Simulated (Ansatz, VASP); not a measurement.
## TaN in VASP and in Ansatz

```
Ta N
1.0
     5.15020    0.00000    0.00000
    -2.57510    4.46020    0.00000
     0.00000    0.00000    2.88848
Ta N
3 3
Direct
  0.00000 0.00000 0.00000
  0.33333 0.66667 0.50000
  0.66667 0.33333 0.50000
  0.50000 0.00000 0.00000
  0.50000 0.50000 0.00000
  0.00000 0.50000 0.00000
```

Change from the starting cell: volume scaled by 0.98, crystal datasets.

Alike in both runs: task electric field gradients; functional PBE; k mesh 5 × 5 × 8; occupations fermi-dirac, width 0.03 eV; no spin polarisation.

|  | VASP | Ansatz |
| --- | --- | --- |
| version | VASP 6.6.1 | Ansatz 0.2.0 |
| potentials or method | VASP PAW PBE potentials, release 64 (Ta_pv, N), cutoff 520 eV | all-electron PAW with datasets made for the crystal, scalar-relativistic |

VASP gave:

| Item | Value |
| --- | --- |
| pressure (GPa) | 18.5 |
| traceless stress, the component that is largest in VASP (GPa) | 2.61 |
| size of Vzz on the site where it differs most (V/Å²) | 345.3 |

**Question.** Estimate Ansatz's values.

**Answer.** Pressure (GPa): 17.6; traceless stress, the component that is largest in VASP (GPa): 2.33; size of Vzz on the site where it differs most (V/Å²): 466.7.

Ansatz ran all-electron here, and VASP with PAW potentials.

Neither program's run includes spin-orbit coupling.
